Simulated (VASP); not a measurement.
Wanted: the native input for a VASP 6.6.1 run.

| Property | Result |
| --- | --- |
| Task | single point |
| Functional | r2SCAN |
| Potentials or basis | VASP PAW PBE potentials, release 64 (Pb_d, Te) |
| Cutoff | 520 eV |
| k mesh | 8 × 8 × 8 |
| Occupations | gaussian, width 0.01 eV |
| Spin | no spin polarisation |
| Dipole correction | no |
| Further INCAR settings | ALGO = Normal; EDIFF = 1e-07; NBANDS = 17 |

The system is TePb.

```
CELL_PARAMETERS angstrom
0.00000 3.39855 3.39855
3.39855 0.00000 3.39855
3.39855 3.39855 0.00000
ATOMIC_POSITIONS crystal
Pb 0.00000 0.00000 0.00000
Te 0.50000 0.50000 0.50000
```

This cell differs from its parent crystal: strain +4.0%.

The input as run:

POSCAR

```
TePb
1.0
    0.0000000000      3.3985503228      3.3985503228
    3.3985503228      0.0000000000      3.3985503228
    3.3985503228      3.3985503228      0.0000000000
Pb Te
1 1
Direct
    0.0000000000      0.0000000000      0.0000000000
    0.5000000000      0.5000000000      0.5000000000
```

INCAR.step1

```
SYSTEM = TePb
ALGO = Normal
EDIFF = 1E-4
ENCUT = 520
GGA = PE
ISMEAR = 0
LASPH = .True.
LCHARG = .False.
LREAL = .False.
LWAVE = .True.
NBANDS = 17
NELM = 60
PREC = Accurate
SIGMA = 0.01
```

INCAR.step2

```
SYSTEM = TePb
ALGO = Normal
EDIFF = 1E-7
ENCUT = 520
ISIF = 2
ISMEAR = 0
ISTART = 1
LASPH = .True.
LCHARG = .False.
LMIXTAU = .True.
LREAL = .False.
LWAVE = .False.
METAGGA = R2SCAN
NBANDS = 17
NELM = 60
PREC = Accurate
SIGMA = 0.01
```

KPOINTS

```
k-points
0
Gamma
  8 8 8
  0 0 0
```

Potentials or basis: VASP PAW PBE potentials, release 64 (Pb_d, Te).

Run with:

```sh
$ cat potpaw_PBE.64/Pb_d/POTCAR potpaw_PBE.64/Te/POTCAR > POTCAR
$ cp INCAR.step1 INCAR
$ mpirun -np 1 vasp_std > vasp.out
$ cp INCAR.step2 INCAR
$ mpirun -np 1 vasp_std > vasp.out
```

It gave:

| Quantity | Value |
| --- | --- |
| Pressure | -3.8 GPa |
| Band gap on the k mesh | 1.28 eV |

Caveat: the cell differs from its parent crystal (strain +4.0%); the cell stands under tension; the PAW data sets were made with another functional, which shifts forces and pressure a little; spin-orbit coupling is left out, which moves the levels of the heavy elements.

It took 3 min on 1 thread of Intel Xeon 8259CL, on a shared host, peak memory 0.24 GiB.
